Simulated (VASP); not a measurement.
Set up this calculation in VASP 6.6.1, as the native input.

```
Task                               : single point
Functional                         : r2SCANh
Potentials or basis                : VASP PAW PBE potentials, release 64 (Se, Zn)
Cutoff                             : 520 eV
k mesh                             : 5 × 5 × 5
Occupations                        : fermi-dirac, width 0.05 eV
Spin                               : no spin polarisation
Dipole correction                  : no
Grid for exact exchange (PRECFOCK) : Normal
Further INCAR settings             : ALGO = Normal; EDIFF = 1e-06; NBANDS = 16
Share of exact exchange            : 0.1
```

ZnSe:

```
CELL_PARAMETERS angstrom
0.00000 2.83380 2.83380
2.83380 0.00000 2.83380
2.83380 2.83380 0.00000
ATOMIC_POSITIONS crystal
Se 0.75000 0.75000 0.75000
Zn 0.00000 0.00000 0.00000
```

These files were run (other wordings do the same):

POSCAR

```
ZnSe
1.0
    0.0000000000      2.8338000000      2.8338000000
    2.8338000000      0.0000000000      2.8338000000
    2.8338000000      2.8338000000      0.0000000000
Se Zn
1 1
Direct
    0.7500000000      0.7500000000      0.7500000000
    0.0000000000      0.0000000000      0.0000000000
```

INCAR.step1

```
ALGO = Normal
EDIFF = 1E-5
ENCUT = 520
GGA = PE
ISIF = 2
ISMEAR = -1
LASPH = True
LREAL = False
LWAVE = True
NBANDS = 16
NELM = 80
PREC = Accurate
SIGMA = 0.05
```

INCAR.step2

```
AEXX = 0.1
ALGO = Normal
EDIFF = 1E-6
ENCUT = 520
ISIF = 2
ISMEAR = -1
ISTART = 1
LASPH = True
LCHARG = True
LELF = True
LHFCALC = True
LMIXTAU = True
LREAL = False
LVHAR = True
LWAVE = False
METAGGA = R2SCAN
NBANDS = 16
NELM = 80
PREC = Accurate
PRECFOCK = Normal
SIGMA = 0.05
```

KPOINTS

```
k-points
0
Gamma
  5 5 5
```

Potentials or basis: VASP PAW PBE potentials, release 64 (Se, Zn).

Command:

```sh
$ cat potpaw_PBE.64/Se/POTCAR potpaw_PBE.64/Zn/POTCAR > POTCAR
$ cp INCAR.step1 INCAR
$ mpirun -np 1 vasp_std > vasp.out
$ cp INCAR.step2 INCAR
$ mpirun -np 1 vasp_std > vasp.out
```

It gave:

The pressure is -0.1 GPa and the band gap on the k mesh is 2.49 eV.

Caveat: the PAW data sets were made with another functional, which shifts forces and pressure a little.

Wall time 31 min on 1 thread of Intel Xeon 8259CL, with other jobs on the host, peak memory 0.19 GiB.
